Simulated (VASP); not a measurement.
Write the native input for VASP 6.6.1 that does the following.

* Task: relaxation of cell and atoms
* Functional: PBE
* Potentials or basis: VASP PAW PBE potentials, release 64 (Te)
* Cutoff: 600 eV
* k mesh: 12 × 12 × 6
* Occupations: gaussian, width 0.01 eV
* Spin: no spin polarisation
* Target pressure: 3 GPa
* Dipole correction: no
* Further INCAR settings: ALGO = Fast; EDIFF = 1e-06; IBRION = 2; EDIFFG = -0.008; NSW = 70; ISIF = 3

The structure of Te lies in POSCAR:

```
Te
1.0
    4.4800172604      0.0000000000      0.0000000000
   -2.2400086302      3.8798087569      0.0000000000
    0.0000000000      0.0000000000      5.8993851105
Te
3
Direct
    0.7321941315      0.0000000000      0.3333333333
    0.0000000000      0.7321941315      0.6666666667
    0.2678058685      0.2678058685      0.0000000000
```

The input as run:

INCAR

```
  ALGO = Fast
  EDIFF = 1E-6
  EDIFFG = -0.008
  ENCUT = 600
  GGA = PE
  IBRION = 2
  ISIF = 3
  ISMEAR = 0
  LASPH = T
  LCHARG = F
  LREAL = F
  LWAVE = F
  NELM = 60
  NSW = 70
  PREC = Accurate
  PSTRESS = 30.0
  SIGMA = 0.01
```

KPOINTS

```
k-points
0
Gamma
  12 12 6
```

Potentials or basis: VASP PAW PBE potentials, release 64 (Te).

The run is started by

```bash
$ cat potpaw_PBE.64/Te/POTCAR > POTCAR
$ mpirun -np 1 vasp_std > vasp.out
```

Results of the run:

```json
{
 "Relaxed volume": "31.59 Å³/atom",
 "Relaxed cell": "a = 4.282 Å, b = 4.282 Å, c = 5.970 Å, α = 90.00°, β = 90.00°, γ = 120.00°",
 "Space group after relaxing (to 0.1 Å)": "P3_121 (No. 152)",
 "Energy change on relaxing (the run minimises the enthalpy)": "+22.9 meV/atom",
 "Ionic steps": "13",
 "Pressure after relaxing": "3.0 GPa",
 "Largest force after relaxing": "0.006 eV/Å",
 "Band gap on the k mesh": "zero (filled and empty bands touch)"
}
```

Caveat: the cell is relaxed towards a set pressure, so the run minimises the enthalpy, not the energy; spin-orbit coupling is left out, which moves the levels of the heavy elements.

It took 11 min on 1 thread of Oxide Virtual Turin-like Processor, with other jobs on the host, peak memory 0.31 GiB.
